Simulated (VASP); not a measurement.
# Y (Fm-3m) in VASP: a series of runs

Y is run at these levels: PBEsol; tasks: single point.

All numbers are computed with VASP 6.6.1; they aren't measurements. Logs are shortened: lines on timing, memory, paths and dates and some standing lists are left out, and cuts for length are marked.

## 1. The cell of the first run

Symmetry: Fm-3m, No. 225, cubic system. The conventional cell has a = 4.504 Å, b = 4.504 Å, c = 4.504 Å, α = 90.00°, β = 90.00°, γ = 90.00°. Within 4.2 Å of Y (site symmetry m-3m) lie 12 Y at 3.18 Å.

This isn't the form of Y at room conditions, which is hcp.

## 2. Single point, PBEsol

The input, INCAR:

```
SYSTEM = Y
ALGO = Normal
EDIFF = 1E-6
ENCUT = 500
GGA = PS
GGA_COMPAT = .FALSE.
ISIF = 2
ISMEAR = -1
LASPH = .TRUE.
LCHARG = .TRUE.
LELF = .TRUE.
LREAL = .FALSE.
LVHAR = .TRUE.
LWAVE = .FALSE.
NBANDS = 12
NELM = 120
PREC = Accurate
SIGMA = 0.1
```

The input, KPOINTS:

```
k-points
0
G
  8 8 8
  0 0 0
```

The input, POSCAR:

```
Y
1.0
    0.0000000000      2.2520261244      2.2520261244
    2.2520261244      0.0000000000      2.2520261244
    2.2520261244      2.2520261244      0.0000000000
Y
1
Direct
    0.0000000000      0.0000000000      0.0000000000
```

Potentials or basis: VASP PAW PBE potentials, release 64 (Y_sv).

Started as:

```sh
> cat potpaw_PBE.64/Y_sv/POTCAR > POTCAR
> mpirun -np 1 vasp_std > vasp.out
```

OUTCAR:

```text
SYSTEM = Y
   EDIFF = 1E-6
   ENCUT = 500
   GGA = PS
   ISIF = 2
   ISMEAR = -1
   LASPH = .TRUE.
   LREAL = .FALSE.
   NELM = 120
   PREC = Accurate

 ion  position               nearest neighbor table
   1  0.000  0.000  0.000-

  LATTYP: Found a face centered cubic cell.
 ALAT       =     4.5040522488

  Lattice vectors:

 A1 = (   0.0000000000,   2.2520261244,   2.2520261244)
 A2 = (   2.2520261244,   0.0000000000,   2.2520261244)
 A3 = (   2.2520261244,   2.2520261244,   0.0000000000)

Analysis of symmetry for initial positions (statically):
=====================================================================
 Subroutine PRICEL returns:
 Original cell was already a primitive cell.

 Routine SETGRP: Setting up the symmetry group for a
 face centered cubic supercell.

 Subroutine GETGRP returns: Found 48 space group operations
 (whereof 48 operations were pure point group operations)
 out of a pool of 48 trial point group operations.

The static configuration has the point symmetry O_h .

Analysis of symmetry for dynamics (positions and initial velocities):
=====================================================================
 Subroutine PRICEL returns:
 Original cell was already a primitive cell.

 Routine SETGRP: Setting up the symmetry group for a
 face centered cubic supercell.

 Subroutine GETGRP returns: Found 48 space group operations
 (whereof 48 operations were pure point group operations)
 out of a pool of 48 trial point group operations.

The dynamic configuration has the point symmetry O_h .

 Subroutine INISYM returns: Found 48 space group operations
 (whereof 48 operations are pure point group operations),
 and found     1 'primitive' translations

----------------------------------------------------------------------------------------

                                     Primitive cell

  volume of cell :      22.8428

  direct lattice vectors                    reciprocal lattice vectors
     0.000000000  2.252026124  2.252026124    -0.222022291  0.222022291  0.222022291
     2.252026124  0.000000000  2.252026124     0.222022291 -0.222022291  0.222022291
     2.252026124  2.252026124  0.000000000     0.222022291  0.222022291 -0.222022291

  length of vectors
     3.184845888  3.184845888  3.184845888     0.384553889  0.384553889  0.384553889

  position of ions in fractional coordinates (direct lattice)
     0.000000000  0.000000000  0.000000000

  ion indices of the primitive-cell ions
   primitive index   ion index
                 1           1

----------------------------------------------------------------------------------------

 KPOINTS: k-points

Automatic generation of k-mesh.
 Grid dimensions read from file:
 generate k-points for:    8    8    8

 Generating k-lattice:

  Cartesian coordinates                     Fractional coordinates (reciprocal lattice)
    -0.027752786  0.027752786  0.027752786     0.125000000  0.000000000  0.000000000
     0.027752786 -0.027752786  0.027752786     0.000000000  0.125000000  0.000000000
     0.027752786  0.027752786 -0.027752786     0.000000000  0.000000000  0.125000000

  Length of vectors
     0.048069236  0.048069236  0.048069236

  Shift w.r.t. Gamma in fractional coordinates (k-lattice)
     0.000000000  0.000000000  0.000000000

 Subroutine IBZKPT returns following result:
 ===========================================

 Found     29 irreducible k-points:

 Following reciprocal coordinates:
            Coordinates               Weight
  0.000000  0.000000  0.000000      1.000000
  0.125000  0.000000  0.000000      8.000000
  0.250000  0.000000  0.000000      8.000000
  0.375000  0.000000  0.000000      8.000000
  0.500000  0.000000  0.000000      4.000000
  0.125000  0.125000  0.000000      6.000000
[... 16 lines left out ...]
  0.500000  0.250000  0.125000     48.000000
 -0.375000  0.250000  0.125000     24.000000
 [... further k-points ...]
   k-points           NKPTS =     29   k-points in BZ     NKDIM =     29   number of bands    NBANDS=     12
   number of dos      NEDOS =    301   number of ions     NIONS =      1
   total plane-waves  NPLWV =  13824
   dimension x,y,z NGX =    24 NGY =   24 NGZ =   24
   dimension x,y,z NGXF=    48 NGYF=   48 NGZF=   48
   ions per type =               1
   NGX,Y,Z   is equivalent  to a cutoff of  12.53, 12.53, 12.53 a.u.
   NGXF,Y,Z  is equivalent  to a cutoff of  25.06, 25.06, 25.06 a.u.
 SYSTEM =  Y
   PREC   = accura    normal or accurate (medium, high low for compatibility)
   ISTART =      0    job   : 0-new  1-cont  2-samecut
   ICHARG =      2    charge: 1-file 2-atom 10-const
   ISPIN  =      1    spin polarized calculation?
   LNONCOLLINEAR =      F non collinear calculations
   LSORBIT =      F    spin-orbit coupling
   LASPH  =      T    aspherical Exc in radial PAW
   ENCUT  =  500.0 eV  36.75 Ry    6.06 a.u.   5.81  5.81  5.81*2*pi/ulx,y,z
   NELM   =    120;   NELMIN=  2; NELMDL= -5     # of ELM steps
   EDIFF  = 0.1E-05   stopping-criterion for ELM
   LREAL  =      F    real-space projection
   EDIFFG = 0.1E-04   stopping-criterion for IOM
   NSW    =      0    number of steps for IOM
   IBRION =     -1    ionic relax: 0-MD 1-quasi-New 2-CG
   NFREE  =      0    steps in history (QN), initial steepest desc. (CG)
   ISIF   =      2    stress and relaxation
   ISYM   =      2    0-nonsym 1-usesym 2-fastsym
   POTIM  = 0.5000    time-step for ionic-motion
   TEBEG  =    0.0;   TEEND  =   0.0 temperature during run
   PSTRESS=    0.0 pullay stress
   NELECT =      11.0000    total number of electrons
   NUPDOWN=      -1.0000    fix difference up-down
   EMIN   =  10.00;   EMAX   =-10.00  energy-range for DOS
   EFERMI =   0.00;   METHOD = LEGACY
   ISMEAR =    -1;   SIGMA  =   0.10  broadening in eV -4-tet -1-fermi 0-gaus
   EFERMI_NEDOS =   21; number of points for ismear=-14 and -15
   IALGO  =     38    algorithm
   IMIX   =      4    mixing-type and parameters
     AMIX     =   0.40;   BMIX     =  1.00
     AMIX_MAG =   1.60;   BMIX_MAG =  1.00
  volume/ion in A,a.u.               =      22.84       154.15
  Fermi-wavevector in a.u.,A,eV,Ry     =   1.283184  2.424866 22.402828  1.646561
  Thomas-Fermi vector in A             =   2.415452
   LORBIT       =      0    0 simple, 1 ext, 2 COOP (PROOUT), +10 PAW based schemes
   GGA     = PS    functional components
   LHFCALC =     F    Hartree Fock is set to
   AEXX    =    0.0000 exact exchange contribution
   IVDW    =     0    specifies the selected vdW correction
   LEPSILON=     F    determine dielectric tensor
   LRPA    =     F    only Hartree local field effects (RPA)
 non-spin polarized calculation
  energy-cutoff  :      500.00
  volume of cell :       22.84
 maximum number of plane-waves:       604
   NGX = 11   NGY = 11   NGZ = 11

 number of electron      11.0000000 magnetization

 Free energy of the ion-electron system (eV)
  ---------------------------------------------------
  ext. energy  EPLUGINS =         0.00000000
  ---------------------------------------------------
  free energy    TOTEN  =        -6.42603600 eV

  energy without entropy =       -6.38782902  energy(sigma->0) =       -6.40693251

 E-fermi :   4.8470     XC(G=0): -11.0635

 val. band max:        4.8054892132   @ k =  -0.2500   0.3750   0.1250
 cond. band min:       4.8729737060   @ k =   0.3750   0.2500   0.1250
 fundamental gap:      0.0674844928
 Fermi energy:         4.8470058434

 k-point     1 :       0.0000    0.0000    0.0000
  band No.  band energies     occupation
      1     -37.0722      2.00000
      2     -16.2625      2.00000
      3     -16.2625      2.00000
      4     -16.2625      2.00000
      5      -0.1830      2.00000
      6       6.9772      0.00000
      7       6.9772      0.00000
      8       6.9772      0.00000
      9      10.0313      0.00000
     10      10.0313      0.00000
     11      14.8518      0.00000
     12      19.3011      0.00000

 k-point     2 :       0.1250    0.0000    0.0000
  band No.  band energies     occupation
      1     -37.0320      2.00000
      2     -16.5408      2.00000
      3     -16.2940      2.00000
      4     -16.2940      2.00000
      5       0.3943      2.00000
      6       6.4167      0.00000
      7       7.2198      0.00000
      8       7.2198      0.00000
      9       9.7265      0.00000
     10       9.7265      0.00000
     11      16.0229      0.00000
     12      17.8387      0.00000

 k-point     3 :       0.2500    0.0000    0.0000
  band No.  band energies     occupation
      1     -36.9334      2.00000
      2     -17.1674      2.00000
      3     -16.3688      2.00000
      4     -16.3688      2.00000
      5       1.6562      2.00000
      6       5.7731      0.00019
      7       7.3275      0.00000
      8       7.3275      0.00000
      9       9.9154      0.00000
     10       9.9154      0.00000
     11      15.4393      0.00000
     12      19.4603      0.00000
[... 286 lines left out ...]
 k-point    23 :       0.5000    0.2500    0.1250
  band No.  band energies     occupation
      1     -36.7781      2.00000
      2     -17.6091      2.00000
      3     -16.8798      2.00000
      4     -16.5663      2.00000
      5       3.5936      1.99999
      6       4.9671      0.46275
      7       5.7095      0.00036
      8       8.2727      0.00000
      9      10.5995      0.00000
     10      13.4639      0.00000
     11      16.7027      0.00000
     12      18.4478      0.00000

 k-point    24 :      -0.3750    0.2500    0.1250
  band No.  band energies     occupation
      1     -36.7439      2.00000
      2     -17.7382      2.00000
      3     -16.9389      2.00000
      4     -16.6172      2.00000
      5       3.7660      1.99996
      6       4.6929      1.64714
      7       6.3605      0.00000
      8       7.9812      0.00000
      9      11.6612      0.00000
     10      13.8751      0.00000
     11      15.4404      0.00000
     12      18.1638      0.00000

 [... further k-points ...]

------------------------ aborting loop because EDIFF is reached ----------------------------------------

  FORCE on cell =-STRESS in cart. coord.  units (eV):
  Direction    XX          YY          ZZ          XY          YZ          ZX
  --------------------------------------------------------------------------------------
  -------------------------------------------------------------------------------------
  Total        2.7953321      2.7953321      2.7953321      0.0000000     -0.0000000     -0.0000000
  in kB      196.0621347    196.0621347    196.0621347      0.0000000     -0.0000000     -0.0000000
  external PRESSURE =     196.0621347 kB  Pullay stress =       0.0000000 kB

 VOLUME and BASIS-vectors are now :
 -----------------------------------------------------------------------------
  energy-cutoff  :      500.00
  volume of cell :       22.84
      direct lattice vectors                 reciprocal lattice vectors
     0.000000000  2.252026124  2.252026124    -0.222022291  0.222022291  0.222022291
     2.252026124  0.000000000  2.252026124     0.222022291 -0.222022291  0.222022291
     2.252026124  2.252026124  0.000000000     0.222022291  0.222022291 -0.222022291

 POSITION                                       TOTAL-FORCE (eV/Angst)
 -----------------------------------------------------------------------------------
      0.00000      0.00000      0.00000         0.000000      0.000000      0.000000
 -----------------------------------------------------------------------------------
    total drift:                                0.000000      0.000000     -0.000000

  FREE ENERGIE OF THE ION-ELECTRON SYSTEM (eV)
  ---------------------------------------------------
  free  energy   TOTEN  =        -6.4260359965 eV

  energy  without entropy=       -6.3878290210  energy(sigma->0) =       -6.40693251
```

Run time: 6.9 s. Hardware: 1 thread of Intel Xeon Platinum 8259CL at 2.50GHz (Skylake/Cascade Lake), shared host; peak memory 0.15 GiB.

Results:

* Free energy: -6.4260 eV
* Pressure: 19.6 GPa
* Band gap on the k mesh: zero (an odd number of electrons rules out a gap without spin polarisation)

Levels at points of the mesh, in eV from the Fermi level:
```csv
k point,band 2,band 3,band 4,band 5,band 6,band 7,band 8,band 9
"(0.00, 0.00, 0.00)",-21.11,-21.11,-21.11,-5.03,2.13,2.13,2.13,5.18
"(0.50, 0.00, 0.00)",-22.82,-21.32,-21.32,-2.44,1.84,1.84,2.25,7.48
"(0.50, 0.50, 0.00)",-22.69,-21.70,-21.70,-2.72,-1.70,4.35,7.51,8.17
```

Caveat: the cell stands under pressure; the PAW data sets were made with another functional, which shifts forces and pressure a little.

## 3. Single point, PBEsol

This run uses another cell than the first one, of 25.81 Å³/atom.

The input, INCAR:

```
SYSTEM = Y
ALGO     = Normal         ! electronic algorithm
EDIFF    = 1E-6           ! SCF threshold, eV
ENCUT    = 500            ! plane-wave cutoff, eV
GGA      = PS             ! functional
GGA_COMPAT= .False.      
ISIF     = 2              ! what is computed and relaxed
ISMEAR   = -1             ! smearing method
LASPH    = .True.         ! aspherical terms in the spheres
LCHARG   = .False.        ! write CHGCAR
LREAL    = .False.        ! projectors in reciprocal space
LWAVE    = .False.        ! write WAVECAR
NBANDS   = 12             ! bands
NELM     = 120            ! most SCF steps
PREC     = Accurate       ! precision mode
SIGMA    = 0.1            ! smearing width, eV
```

The input, KPOINTS:

```
k-points
0
Gamma
  8 8 8
  0 0 0
```

The input, POSCAR:

```
Y
1.0
    0.0000000000      2.3455535202      2.3455535202
    2.3455535202      0.0000000000      2.3455535202
    2.3455535202      2.3455535202      0.0000000000
Y
1
Direct
    0.0000000000      0.0000000000      0.0000000000
```

Potentials or basis: VASP PAW PBE potentials, release 64 (Y_sv).

Started as:

```sh
> cat potpaw_PBE.64/Y_sv/POTCAR > POTCAR
> mpirun -np 1 vasp_std > vasp.out
```

Wall time 7.3 s (1 thread of Intel Xeon Platinum 8259CL at 2.50GHz (Skylake/Cascade Lake), shared host); peak memory 0.15 GiB.

Results (log left out):

* Free energy: -6.6926 eV
* Pressure: 9.7 GPa
* Band gap on the k mesh: zero (an odd number of electrons rules out a gap without spin polarisation)

Levels at points of the mesh, in eV from the Fermi level:
```tsv
k point	band 2	band 3	band 4	band 5	band 6	band 7	band 8	band 9
(0.00, 0.00, 0.00)	-21.52	-21.52	-21.52	-5.01	2.03	2.03	2.03	4.69
(0.50, 0.00, 0.00)	-22.72	-21.67	-21.67	-2.27	1.56	1.79	1.79	6.66
(0.50, 0.50, 0.00)	-22.63	-21.94	-21.94	-2.33	-1.36	3.40	6.68	7.25
```

Caveat: the cell stands under pressure; the PAW data sets were made with another functional, which shifts forces and pressure a little.
